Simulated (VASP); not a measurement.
# N: relaxation of cell and atoms with PBEsol

Crystal: N.

```
N
1.0
     5.64400    0.00000    0.00000
     0.00000    5.64400    0.00000
     0.00000    0.00000    5.64400
N
8
Direct
  0.05400 0.05400 0.05400
  0.44600 0.94600 0.55400
  0.55400 0.44600 0.94600
  0.94600 0.55400 0.44600
  0.94600 0.94600 0.94600
  0.55400 0.05400 0.44600
  0.44600 0.55400 0.05400
  0.05400 0.44600 0.55400
```

```
Program                : VASP 6.6.1
Task                   : relaxation of cell and atoms
Functional             : PBEsol
Potentials or basis    : VASP PAW PBE potentials, release 64 (N)
Cutoff                 : 600 eV
k mesh                 : 3 × 3 × 3
Occupations            : fermi-dirac, width 0.05 eV
Spin                   : no spin polarisation
Dipole correction      : no
Further INCAR settings : ALGO = Normal; EDIFF = 1e-06; IBRION = 2; EDIFFG = -0.01; NSW = 80; ISIF = 3
```

```json
{"Relaxed volume": "24.88 Å³/atom", "Relaxed cell": "a = 5.838 Å, b = 5.838 Å, c = 5.838 Å, α = 90.00°, β = 90.00°, γ = 90.00°", "Space group after relaxing (to 0.05 Å)": "Pa-3 (No. 205)", "Energy gained by relaxing": "133.3 meV/atom", "Ionic steps": "26", "Pressure after relaxing": "0.0 GPa", "Largest force after relaxing": "0.006 eV/Å", "Band gap on the k mesh": "7.35 eV, indirect (least direct gap 7.37 eV)"}
```

Forces in eV/Å, atoms in the order of the input:
```
N   -0.004 -0.004 -0.004
N    0.004  0.004 -0.004
N   -0.004  0.004  0.004
N    0.004 -0.004  0.004
N    0.004  0.004  0.004
N   -0.004 -0.004  0.004
N    0.004 -0.004 -0.004
N   -0.004  0.004 -0.004
```

Step by step:
| step | energy change (eV) | largest force (eV/Å) | pressure (GPa) | volume (Å³) |
| --- | --- | --- | --- | --- |
| 1 | 0.0000 | 10.3403 | 13.00 | 179.79 |
| 2 | 48.7263 | 5.8397 | -14.35 | 231.53 |
| 3 | 33.4116 | 11.4117 | -21.19 | 210.34 |
| 4 | 12.9859 | 15.4904 | -24.16 | 193.46 |
| 5 | 2.1745 | 11.5915 | -16.27 | 185.09 |
| 6 | -0.2614 | 6.7914 | -9.10 | 182.26 |
| 7 | -0.7685 | 4.3515 | -5.70 | 181.27 |
| 8 | -0.9930 | 2.1844 | -2.76 | 180.53 |
| 9 | -1.0470 | 0.9869 | -1.16 | 180.16 |
| 10 | -1.0584 | 0.3575 | -0.33 | 179.97 |
| 11 | -1.0600 | 0.0351 | 0.10 | 179.88 |
| 12 | -1.0600 | 0.0112 | 0.14 | 179.87 |
| 13 | -1.0600 | 0.0047 | 0.14 | 179.87 |
| 14 | -1.0603 | 0.0104 | 0.13 | 180.26 |
| 15 | -1.0613 | 0.0279 | 0.09 | 181.44 |
| 16 | -1.0629 | 0.0605 | 0.03 | 183.81 |
| 17 | -1.0652 | 0.1130 | -0.08 | 188.61 |
| 18 | -1.0663 | 0.1691 | -0.21 | 198.47 |
| 19 | -1.0664 | 0.1442 | -0.18 | 198.61 |
| 20 | -1.0666 | 0.0666 | -0.09 | 199.03 |
| 21 | -1.0665 | 0.0884 | 0.09 | 199.89 |
| 22 | -1.0666 | 0.0204 | -0.04 | 199.29 |
| 23 | -1.0666 | 0.0171 | -0.04 | 199.31 |
| 24 | -1.0666 | 0.0163 | -0.03 | 199.28 |
| 25 | -1.0666 | 0.0127 | -0.03 | 199.18 |
| 26 | -1.0667 | 0.0061 | -0.03 | 199.00 |

Final structure:
```
N
1.0
     5.83830    0.00000    0.00000
     0.00000    5.83830    0.00000
     0.00000    0.00000    5.83830
N
8
Direct
  0.05493 0.05493 0.05493
  0.44507 0.94507 0.55493
  0.55493 0.44507 0.94507
  0.94507 0.55493 0.44507
  0.94507 0.94507 0.94507
  0.55493 0.05493 0.44507
  0.44507 0.55493 0.05493
  0.05493 0.44507 0.55493
```

Levels at points of the mesh, in eV from the valence-band top:
```
           k point  band 18  band 19  band 20  band 21  band 22  band 23
(0.00, 0.00, 0.00)    -0.01    -0.01    -0.01     7.35     7.35     7.35
```

It took 3.4 min on 1 thread of Intel(R) Xeon(R) 6975P-C (Granite Rapids), with other jobs on the host, peak memory 0.3 GiB.

Caveat: the standard files for N, O and F lose accuracy on very short bonds; the PAW data sets were made with another functional, which shifts forces and pressure a little; the volume moved by +11 % from the deposited cell, more than functionals usually miss. Zero-point motion and thermal expansion aren't in these numbers.
